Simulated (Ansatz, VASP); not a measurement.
One calculation of Sb, two programs

File INCAR:

```
PREC     = Accurate       # precision mode
ENCUT    = 520            # plane-wave cutoff, eV
EDIFF    = 1E-6           # SCF threshold, eV
ISMEAR   = -1             # smearing method
SIGMA    = 0.05           # smearing width, eV
LREAL    = False          # projectors in reciprocal space
LASPH    = True           # aspherical terms in the spheres
NELM     = 80             # most SCF steps
ALGO     = Normal         # electronic algorithm
ISIF     = 2              # what is computed and relaxed
LWAVE    = False          # write WAVECAR
LCHARG   = False          # write CHGCAR
GGA      = PE             # functional
NBANDS   = 8              # bands
```

KPOINTS

```
Automatic mesh
0
Gamma
  19 19 19
```

The input POSCAR:

```
Sb
1.0
   -1.5345172977      1.5345172977      2.5286397996
    1.5345172977     -1.5345172977      2.5286397996
    1.5345172977      1.5345172977     -2.5286397996
Sb
1
Direct
    0.0000000000      0.0000000000      0.0000000000
```

Input for Ansatz:

```yaml
crystal:
  lattice:
    - [-1.5345172977, 1.5345172977, 2.5286397996]
    - [1.5345172977, -1.5345172977, 2.5286397996]
    - [1.5345172977, 1.5345172977, -2.5286397996]
  atoms:
    - { symbol: Sb, position: [0.0, 0.0, 0.0] }
kpoints:
  mp_grid: { grid: [19, 19, 19] }
  band_path:
    path:
      - [0.0, 0.0, 0.0]
      - [0.0, 0.0, 0.5]
      - [0.25, 0.25, 0.25]
      - [0.0, 0.5, 0.0]
      - [0.0, 0.0, 0.0]
      - [0.5, 0.5, -0.5]
      - [0.3420681988, 0.6579318012, -0.3420681988]
      - [-0.3420681988, 0.3420681988, 0.3420681988]
      - [0.0, 0.0, 0.0]
    npoints: 5
scf:
  occupations: { method: fermi_dirac, width: 0.05 }
hamiltonian:
  xc: pbe
  pseudopotentials: { kind: all_electron, lapw: { basis_error: 0.00025 } }
output:
  forces: true
  stress: true
  eigenvalues: true
```

Change from the starting cell: volume scaled by 1.06.

Alike in both runs: task single point; functional PBE; k mesh 19 × 19 × 19; occupations fermi-dirac, width 0.05 eV; no spin polarisation.

|  | VASP | Ansatz |
| --- | --- | --- |
| version | VASP 6.6.1 | Ansatz 0.2.0 |
| potentials or method | VASP PAW PBE potentials, release 64 (Sb), cutoff 520 eV | all-electron LAPW, scalar-relativistic |

Ansatz gave:

```
pressure (GPa)                                                : 12.1
traceless stress, the component that is largest in VASP (GPa) : -0.74
```

Question: Which values does VASP return?

Answer: Pressure (GPa): 12.0; traceless stress, the component that is largest in VASP (GPa): -0.79.

Ansatz ran all-electron here, and VASP with PAW potentials.

Neither program's run includes spin-orbit coupling.
